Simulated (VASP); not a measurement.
# Rh (Fm-3m) in VASP: a series of runs

Runs on Rh. Level: PBE. Tasks: single point.

All numbers are computed with VASP 6.6.1; they aren't measurements. Logs are shortened: lines on timing, memory, paths and dates and some standing lists are left out, and cuts for length are marked.

## 1. The cell of the first run

The structure is cubic, space group Fm-3m (No. 225). The conventional cell has a = 3.905 Å, b = 3.905 Å, c = 3.905 Å, α = 90.00°, β = 90.00°, γ = 90.00°. Within 3.6 Å of Rh (site symmetry m-3m) lie 12 Rh at 2.76 Å.

## 2. Single point, PBE (volume scaled by 1.06)

File INCAR:

```
  ALGO = Normal
  EDIFF = 1E-6
  ENCUT = 520
  GGA = PE
  ISIF = 2
  ISMEAR = 0
  LASPH = True
  LCHARG = False
  LREAL = False
  LWAVE = False
  NBANDS = 14
  NELM = 80
  PREC = Accurate
  SIGMA = 0.1
```

File KPOINTS:

```
k-points
0
Gamma
  18 18 18
```

File POSCAR:

```
Rh
1.0
    0.0000000000      1.9525473684      1.9525473684
    1.9525473684      0.0000000000      1.9525473684
    1.9525473684      1.9525473684      0.0000000000
Rh
1
Direct
    0.0000000000      0.0000000000      0.0000000000
```

Potentials or basis: VASP PAW PBE potentials, release 64 (Rh_pv).

Launch:

```console
cat potpaw_PBE.64/Rh_pv/POTCAR > POTCAR
mpirun -np 1 vasp_std > vasp.out
```

OUTCAR:

```text
EDIFF = 1E-6
   ENCUT = 520
   GGA = PE
   ISIF = 2
   ISMEAR = 0
   LASPH = True
   LREAL = False
   NELM = 80
   PREC = Accurate

 ion  position               nearest neighbor table
   1  0.000  0.000  0.000-

  LATTYP: Found a face centered cubic cell.
 ALAT       =     3.9050947368

  Lattice vectors:

 A1 = (   0.0000000000,   1.9525473684,   1.9525473684)
 A2 = (   1.9525473684,   0.0000000000,   1.9525473684)
 A3 = (   1.9525473684,   1.9525473684,   0.0000000000)

Analysis of symmetry for initial positions (statically):
=====================================================================
 Subroutine PRICEL returns:
 Original cell was already a primitive cell.

 Routine SETGRP: Setting up the symmetry group for a
 face centered cubic supercell.

 Subroutine GETGRP returns: Found 48 space group operations
 (whereof 48 operations were pure point group operations)
 out of a pool of 48 trial point group operations.

The static configuration has the point symmetry O_h .

Analysis of symmetry for dynamics (positions and initial velocities):
=====================================================================
 Subroutine PRICEL returns:
 Original cell was already a primitive cell.

 Routine SETGRP: Setting up the symmetry group for a
 face centered cubic supercell.

 Subroutine GETGRP returns: Found 48 space group operations
 (whereof 48 operations were pure point group operations)
 out of a pool of 48 trial point group operations.

The dynamic configuration has the point symmetry O_h .

 Subroutine INISYM returns: Found 48 space group operations
 (whereof 48 operations are pure point group operations),
 and found     1 'primitive' translations

----------------------------------------------------------------------------------------

                                     Primitive cell

  volume of cell :      14.8879

  direct lattice vectors                    reciprocal lattice vectors
     0.000000000  1.952547368  1.952547368    -0.256075734  0.256075734  0.256075734
     1.952547368  0.000000000  1.952547368     0.256075734 -0.256075734  0.256075734
     1.952547368  1.952547368  0.000000000     0.256075734  0.256075734 -0.256075734

  length of vectors
     2.761318970  2.761318970  2.761318970     0.443536181  0.443536181  0.443536181

  position of ions in fractional coordinates (direct lattice)
     0.000000000  0.000000000  0.000000000

  ion indices of the primitive-cell ions
   primitive index   ion index
                 1           1

----------------------------------------------------------------------------------------

 KPOINTS: k-points

Automatic generation of k-mesh.
 Grid dimensions read from file:
 generate k-points for:   18   18   18

 Generating k-lattice:

  Cartesian coordinates                     Fractional coordinates (reciprocal lattice)
    -0.014226430  0.014226430  0.014226430     0.055555556  0.000000000  0.000000000
     0.014226430 -0.014226430  0.014226430     0.000000000  0.055555556  0.000000000
     0.014226430  0.014226430 -0.014226430     0.000000000  0.000000000  0.055555556

  Length of vectors
     0.024640899  0.024640899  0.024640899

  Shift w.r.t. Gamma in fractional coordinates (k-lattice)
     0.000000000  0.000000000  0.000000000

 Subroutine IBZKPT returns following result:
 ===========================================

 Found    195 irreducible k-points:

 Following reciprocal coordinates:
            Coordinates               Weight
  0.000000  0.000000  0.000000      1.000000
  0.055556  0.000000  0.000000      8.000000
  0.111111  0.000000  0.000000      8.000000
  0.166667  0.000000  0.000000      8.000000
  0.222222  0.000000  0.000000      8.000000
  0.277778  0.000000  0.000000      8.000000
[... 16 lines left out ...]
 -0.277778  0.055556  0.000000     24.000000
 -0.222222  0.055556  0.000000     24.000000
 [... further k-points ...]
   k-points           NKPTS =    195   k-points in BZ     NKDIM =    195   number of bands    NBANDS=     14
   number of dos      NEDOS =    301   number of ions     NIONS =      1
   total plane-waves  NPLWV =  13824
   dimension x,y,z NGX =    24 NGY =   24 NGZ =   24
   dimension x,y,z NGXF=    48 NGYF=   48 NGZF=   48
   ions per type =               1
   NGX,Y,Z   is equivalent  to a cutoff of  14.45, 14.45, 14.45 a.u.
   NGXF,Y,Z  is equivalent  to a cutoff of  28.90, 28.90, 28.90 a.u.
 SYSTEM =  unknown system
   PREC   = accura    normal or accurate (medium, high low for compatibility)
   ISTART =      0    job   : 0-new  1-cont  2-samecut
   ICHARG =      2    charge: 1-file 2-atom 10-const
   ISPIN  =      1    spin polarized calculation?
   LNONCOLLINEAR =      F non collinear calculations
   LSORBIT =      F    spin-orbit coupling
   LASPH  =      T    aspherical Exc in radial PAW
   ENCUT  =  520.0 eV  38.22 Ry    6.18 a.u.   5.13  5.13  5.13*2*pi/ulx,y,z
   NELM   =     80;   NELMIN=  2; NELMDL= -5     # of ELM steps
   EDIFF  = 0.1E-05   stopping-criterion for ELM
   LREAL  =      F    real-space projection
   EDIFFG = 0.1E-04   stopping-criterion for IOM
   NSW    =      0    number of steps for IOM
   IBRION =     -1    ionic relax: 0-MD 1-quasi-New 2-CG
   NFREE  =      0    steps in history (QN), initial steepest desc. (CG)
   ISIF   =      2    stress and relaxation
   ISYM   =      2    0-nonsym 1-usesym 2-fastsym
   POTIM  = 0.5000    time-step for ionic-motion
   TEBEG  =    0.0;   TEEND  =   0.0 temperature during run
   PSTRESS=    0.0 pullay stress
   NELECT =      15.0000    total number of electrons
   NUPDOWN=      -1.0000    fix difference up-down
   EMIN   =  10.00;   EMAX   =-10.00  energy-range for DOS
   EFERMI =   0.00;   METHOD = LEGACY
   ISMEAR =     0;   SIGMA  =   0.10  broadening in eV -4-tet -1-fermi 0-gaus
   EFERMI_NEDOS =   21; number of points for ismear=-14 and -15
   IALGO  =     38    algorithm
   IMIX   =      4    mixing-type and parameters
     AMIX     =   0.40;   BMIX     =  1.00
     AMIX_MAG =   1.60;   BMIX_MAG =  1.00
  volume/ion in A,a.u.               =      14.89       100.47
  Fermi-wavevector in a.u.,A,eV,Ry     =   1.641196  3.101410 36.647605  2.693523
  Thomas-Fermi vector in A             =   2.731707
   LORBIT       =      0    0 simple, 1 ext, 2 COOP (PROOUT), +10 PAW based schemes
   GGA     = PE    functional components
   LHFCALC =     F    Hartree Fock is set to
   AEXX    =    0.0000 exact exchange contribution
   IVDW    =     0    specifies the selected vdW correction
   LEPSILON=     F    determine dielectric tensor
   LRPA    =     F    only Hartree local field effects (RPA)
 non-spin polarized calculation
 Gauss-broadening in eV      SIGMA  =   0.10
  energy-cutoff  :      520.00
  volume of cell :       14.89
 maximum number of plane-waves:       412
 NGX is ok and might be reduce to    24
   NGX = 11   NGY = 11   NGZ = 11

 number of electron      15.0000001 magnetization

 Free energy of the ion-electron system (eV)
  ---------------------------------------------------
  ext. energy  EPLUGINS =         0.00000000
  ---------------------------------------------------
  free energy    TOTEN  =        -7.22638774 eV

  energy without entropy =       -7.21844688  energy(sigma->0) =       -7.22241731

 E-fermi :  10.4997     XC(G=0): -13.5246

 val. band max:       10.4973355576   @ k =   0.5000   0.2222   0.1111
 cond. band min:      10.5009558844   @ k =   0.5000   0.3889   0.0556
 fundamental gap:      0.0036203268
 Fermi energy:        10.4997396151

 k-point     1 :       0.0000    0.0000    0.0000
  band No.  band energies     occupation
      1     -35.7483      2.00000
      2     -35.7483      2.00000
      3     -35.7483      2.00000
      4       3.1192      2.00000
      5       7.7779      2.00000
      6       7.7779      2.00000
      7       7.7779      2.00000
      8       9.6144      2.00000
      9       9.6144      2.00000
     10      26.5210      0.00000
     11      31.2548      0.00000
     12      31.5360      0.00000
     13      31.5360      0.00000
     14      31.5360      0.00000

 k-point     2 :       0.0556    0.0000    0.0000
  band No.  band energies     occupation
      1     -35.7655      2.00000
      2     -35.7507      2.00000
      3     -35.7507      2.00000
      4       3.2348      2.00000
      5       7.7298      2.00000
      6       7.8215      2.00000
      7       7.8215      2.00000
      8       9.5911      2.00000
      9       9.5911      2.00000
     10      26.6743      0.00000
     11      30.8386      0.00000
     12      31.2569      0.00000
     13      31.6929      0.00000
     14      31.6929      0.00000

 k-point     3 :       0.1111    0.0000    0.0000
  band No.  band energies     occupation
      1     -35.8147      2.00000
      2     -35.7575      2.00000
      3     -35.7575      2.00000
      4       3.5681      2.00000
      5       7.6088      2.00000
      6       7.9354      2.00000
      7       7.9354      2.00000
      8       9.5416      2.00000
      9       9.5416      2.00000
     10      27.0695      0.00000
     11      29.3988      0.00000
     12      31.2566      0.00000
     13      32.1453      0.00000
     14      32.1453      0.00000
[... 324 lines left out ...]
 k-point    23 :      -0.2778    0.0556    0.0000
  band No.  band energies     occupation
      1     -36.1071      2.00000
      2     -35.8173      2.00000
      3     -35.7932      2.00000
      4       5.1655      2.00000
      5       7.8866      2.00000
      6       8.0846      2.00000
      7       8.0861      2.00000
      8       9.7849      2.00000
      9      10.4503      1.51566
     10      23.5057      0.00000
     11      27.4857      0.00000
     12      31.2550      0.00000
     13      32.0781      0.00000
     14      34.8778      0.00000

 k-point    24 :      -0.2222    0.0556    0.0000
  band No.  band energies     occupation
      1     -36.0147      2.00000
      2     -35.8034      2.00000
      3     -35.7795      2.00000
      4       4.8702      2.00000
      5       7.4643      2.00000
      6       8.1281      2.00000
      7       8.1756      2.00000
      8       9.4576      2.00000
      9      10.0523      2.00000
     10      25.3503      0.00000
     11      27.9028      0.00000
     12      31.2559      0.00000
     13      32.4489      0.00000
     14      34.3995      0.00000

 [... further k-points ...]

------------------------ aborting loop because EDIFF is reached ----------------------------------------

  FORCE on cell =-STRESS in cart. coord.  units (eV):
  Direction    XX          YY          ZZ          XY          YZ          ZX
  --------------------------------------------------------------------------------------
  -------------------------------------------------------------------------------------
  Total       -1.1939288     -1.1939288     -1.1939288      0.0000000      0.0000000      0.0000000
  in kB     -128.4855522   -128.4855522   -128.4855522      0.0000000      0.0000000      0.0000000
  external PRESSURE =    -128.4855522 kB  Pullay stress =       0.0000000 kB

 VOLUME and BASIS-vectors are now :
 -----------------------------------------------------------------------------
  energy-cutoff  :      520.00
  volume of cell :       14.89
      direct lattice vectors                 reciprocal lattice vectors
     0.000000000  1.952547368  1.952547368    -0.256075734  0.256075734  0.256075734
     1.952547368  0.000000000  1.952547368     0.256075734 -0.256075734  0.256075734
     1.952547368  1.952547368  0.000000000     0.256075734  0.256075734 -0.256075734

 POSITION                                       TOTAL-FORCE (eV/Angst)
 -----------------------------------------------------------------------------------
      0.00000      0.00000      0.00000         0.000000      0.000000     -0.000000
 -----------------------------------------------------------------------------------
    total drift:                               -0.000000     -0.000000     -0.000000

  FREE ENERGIE OF THE ION-ELECTRON SYSTEM (eV)
  ---------------------------------------------------
  free  energy   TOTEN  =        -7.2263877371 eV

  energy  without entropy=       -7.2184468823  energy(sigma->0) =       -7.22241731
```

It took 16 s on 1 thread of Intel Xeon 6975P-C (Granite Rapids), shared host; peak memory 0.16 GiB.

What came out:

* Free energy: -7.2264 eV
* Pressure: -12.8 GPa

Levels at points of the mesh, in eV from the Fermi level:
```csv
k point,band 5,band 6,band 7,band 8,band 9,band 10
"(0.00, 0.00, 0.00)",-2.72,-2.72,-2.72,-0.89,-0.89,16.02
"(0.50, 0.00, 0.00)",-2.78,-2.78,0.49,0.49,0.83,7.86
"(0.50, 0.50, 0.00)",-5.27,0.46,0.85,0.85,3.18,11.30
```

## 3. Single point, PBE (volume scaled by 0.88)

File INCAR:

```
PREC = Accurate ; ENCUT = 520
EDIFF = 1E-6 ; ISMEAR = 0
SIGMA = 0.1 ; LREAL = False
LASPH = True ; NELM = 80
ALGO = Normal ; ISIF = 2
LWAVE = False ; LCHARG = False
GGA = PE ; NBANDS = 14
```

File KPOINTS:

```
regular mesh
0
Gamma
  18 18 18
```

File POSCAR:

```
Rh
1.0
    0.0000000000      1.8351032915      1.8351032915
    1.8351032915      0.0000000000      1.8351032915
    1.8351032915      1.8351032915      0.0000000000
Rh
1
Direct
    0.0000000000      0.0000000000      0.0000000000
```

Potentials or basis: VASP PAW PBE potentials, release 64 (Rh_pv).

Launch:

```console
cat potpaw_PBE.64/Rh_pv/POTCAR > POTCAR
mpirun -np 1 vasp_std > vasp.out
```

It took 26 s on 1 thread of AMD EPYC 7R13, shared host; peak memory 0.12 GiB.

The run converged. Its results:

```
Free energy : -7.0491 eV
Pressure    : 45.7 GPa
```

Levels at points of the mesh, in eV from the Fermi level:
```csv
k point,band 5,band 6,band 7,band 8,band 9,band 10
"(0.00, 0.00, 0.00)",-3.64,-3.64,-3.64,-1.17,-1.17,15.85
"(0.50, 0.00, 0.00)",-3.75,-3.75,0.63,0.68,0.68,9.81
"(0.50, 0.50, 0.00)",-6.99,0.65,1.18,1.18,3.43,13.71
```
